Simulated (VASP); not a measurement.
Input of a VASP 6.6.1 run:

File POSCAR:

```
HPbNO4
1.0
    4.1992300000      0.1111700000      0.1681700000
    1.9160000000      3.8913200000      0.1256800000
    1.7608500000      1.2525900000      6.3726600000
H Pb N O
1 1 1 4
Direct
    0.8914500000      0.6820200000      0.6279600000
    0.1442600000      0.9287200000      0.8835200000
    0.2567000000      0.2886100000      0.3017100000
    0.8310800000      0.6505600000      0.7840500000
    0.3869400000      0.2238000000      0.1129500000
    0.3110400000      0.0357600000      0.4585600000
    0.0772600000      0.6063300000      0.3227500000
```

INCAR.step1

```
PREC     = Accurate       # precision mode
ENCUT    = 600            # plane-wave cutoff, eV
ISMEAR   = -1             # smearing method
SIGMA    = 0.05           # smearing width, eV
LREAL    = F              # projectors in reciprocal space
LASPH    = T              # aspherical terms in the spheres
NELM     = 100            # most SCF steps
GGA      = PE             # functional
ALGO     = Normal         # electronic algorithm
EDIFF    = 1E-4           # SCF threshold, eV
LWAVE    = T              # write WAVECAR
LCHARG   = F              # write CHGCAR
```

The input INCAR.step2:

```
PREC     = Accurate       # precision mode
ENCUT    = 600            # plane-wave cutoff, eV
EDIFF    = 1E-6           # SCF threshold, eV
ISMEAR   = -1             # smearing method
SIGMA    = 0.05           # smearing width, eV
LREAL    = F              # projectors in reciprocal space
LASPH    = T              # aspherical terms in the spheres
NELM     = 100            # most SCF steps
ALGO     = Normal         # electronic algorithm
ISIF     = 3              # what is computed and relaxed
LWAVE    = F              # write WAVECAR
LCHARG   = F              # write CHGCAR
METAGGA  = R2SCAN         # meta-GGA
LMIXTAU  = T            
IBRION   = 2              # ionic algorithm
NSW      = 60             # ionic steps
EDIFFG   = -0.01          # ionic threshold
ISTART   = 1
```

The input KPOINTS:

```
regular mesh
0
Gamma
  5 5 3
```

Potentials or basis: VASP PAW PBE potentials, release 64 (H, Pb_d, N, O).

Run with:

```bash
$ cat potpaw_PBE.64/H/POTCAR potpaw_PBE.64/Pb_d/POTCAR potpaw_PBE.64/N/POTCAR potpaw_PBE.64/O/POTCAR > POTCAR
$ cp INCAR.step1 INCAR
$ mpirun -np 1 vasp_std > vasp.out
$ cp INCAR.step2 INCAR
$ mpirun -np 1 vasp_std > vasp.out
```

Q: Estimate the relaxed cell.

A: a = 4.122 Å, b = 4.212 Å, c = 6.656 Å, α = 72.48°, β = 72.33°, γ = 62.01°.

Q: Estimate the relaxed volume.

A: 13.64 Å³/atom.

Q: What does it give for the band gap on the k mesh?

A: 3.01 eV (least direct gap 3.03 eV).

Q: What does it give for the space group after relaxing (to 0.1 Å)?

A: P1 (No. 1).

Forces on the atoms (eV/Å):
```
H   -0.002  0.005  0.008
Pb  -0.001  0.005  0.003
N    0.003 -0.006  0.002
O    0.000  0.001  0.000
O   -0.001  0.001 -0.006
O    0.002 -0.001 -0.006
O   -0.001 -0.006 -0.001
```

Caveat: the standard files for N, O and F lose accuracy on very short bonds; the PAW data sets were made with another functional, which shifts forces and pressure a little; spin-orbit coupling is left out, which moves the levels of the heavy elements. A k mesh can miss the band edges.
